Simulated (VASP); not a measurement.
Runs of VASP 6.6.1 on WC. The structure is that of space group Fm-3m (No. 225), or close to it. The cells are those of the table. 

| level | cell | k mesh | cutoff (eV) | smearing | grid for exact exchange (PRECFOCK) | share of exact exchange | screening parameter | gap on the mesh (eV) | pressure (GPa) |
| --- | --- | --- | --- | --- | --- | --- | --- | --- | --- |
| PBE0 | a = 3.121 Å, angles 60.0°, 2 atoms | 6 × 6 × 6 | 520 | fermi-dirac 0.05 eV | Normal | 0.25 | - | none | (b) |
| PBE | a = 3.101 Å, angles 60.0°, 2 atoms | 10 × 10 × 10 | 600 | gaussian 0.017 eV | - | - | - | none | -0.7 |
| PBE0 | a = 3.142 Å, angles 60.0°, 2 atoms | 6 × 6 × 6 | 520 | fermi-dirac 0.05 eV | Normal | 0.25 | - | none | -23.0 |
| HSE06 | a = 3.101 Å, angles 60.0°, 2 atoms | 6 × 6 × 6 | 520 | fermi-dirac 0.05 eV | Normal | 0.25 | 0.2079 1/Å | none | (a) |
| PBE0 | a = 3.059 Å, angles 60.0°, 2 atoms | 6 × 6 × 6 | 520 | fermi-dirac 0.05 eV | Normal | 0.25 | - | none | 6.1 |
| PBE0 | a = 3.038 Å, angles 60.0°, 2 atoms | 6 × 6 × 6 | 520 | fermi-dirac 0.05 eV | Normal | 0.25 | - | none | 15.6 |
| HSE06 | a = 3.142 Å, angles 60.0°, 2 atoms | 6 × 6 × 6 | 520 | fermi-dirac 0.05 eV | Normal | 0.25 | 0.2079 1/Å | none | -22.8 |

Alike in all rows: task single point; potentials or basis VASP PAW PBE potentials, release 64 (W_sv, C); no spin polarisation.

Estimate the missing entries.

(a) -9.8; (b) -16.9.

Caveats: some runs use coarse meshes; spin-orbit coupling is left out, which moves the levels of the heavy elements; the PAW data sets were made with another functional, which shifts forces and pressure a little (at least some runs).

A k mesh can miss the band edges, and the runs leave out spin-orbit coupling on W.

A gap of «none» marks levels without a gap at the run's occupations.
